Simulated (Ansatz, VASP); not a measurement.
TiB2: VASP beside Ansatz

```
Ti B
1.0
     3.02920    0.00000    0.00000
    -1.51460    2.62336    0.00000
     0.00000    0.00000    3.22840
Ti B
1 2
Direct
  0.00000 0.00000 0.00000
  0.33333 0.66667 0.50000
  0.66667 0.33333 0.50000
```

Alike in both runs: task single point; functional PBEsol; k mesh 14 × 14 × 11; occupations fermi-dirac, width 0.03 eV; no spin polarisation.

```csv
,VASP,Ansatz
version,VASP 6.6.1,Ansatz 0.2.0
potentials or method,"VASP PAW PBE potentials, release 64 (Ti_sv, B), cutoff 520 eV","all-electron LAPW, scalar-relativistic"
```

```csv
,VASP,Ansatz,Ansatz less VASP
pressure (GPa),-4.8,-5.2,-0.39
"traceless stress, the component that is largest in VASP (GPa)",-1.98,-1.87,+0.110
```

VASP's potentials were made for PBE, not for PBEsol. Ansatz ran all-electron here, and VASP with PAW potentials.
